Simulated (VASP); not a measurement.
## Bi: single point with PBE

Crystal: Bi.

```
CELL_PARAMETERS angstrom
2.26540 1.30793 3.94078
-2.26540 1.30793 3.94078
0.00000 -2.61586 3.94078
ATOMIC_POSITIONS crystal
Bi 0.23389 0.23389 0.23389
Bi 0.76611 0.76611 0.76611
```

| Item | Value |
| --- | --- |
| Program | VASP 6.6.1 |
| Task | single point |
| Functional | PBE |
| Potentials or basis | VASP PAW PBE potentials, release 64 (Bi_d) |
| Cutoff | 520 eV |
| k mesh | 11 × 11 × 11 |
| Occupations | fermi-dirac, width 0.03 eV |
| Spin | no spin polarisation |
| Dipole correction | no |
| Further INCAR settings | ALGO = Normal; EDIFF = 1e-06; NBANDS = 22 |

* Pressure: 2.2 GPa
* Largest force: 0.246 eV/Å
* Band gap on the k mesh: zero (bands 15 and 16 overlap by 0.06 eV)

Forces in eV/Å, atoms in the order of the input:
```
Bi   0.000  0.000  0.246
Bi   0.000  0.000 -0.246
```

Levels at points of the mesh, in eV from the Fermi level:
```tsv
k point	band 11	band 12	band 13	band 14	band 15	band 16	band 17	band 18	band 19	band 20
(0.00, 0.00, 0.00)	-13.11	-7.42	-1.47	-1.20	-1.20	2.51	2.99	2.99	5.68	5.82
```

Run time: 3.5 min on 1 thread of Intel Xeon 8259CL, with other jobs on the host, peak memory 0.32 GiB.

Caveat: spin-orbit coupling is left out, which moves the levels of the heavy elements.
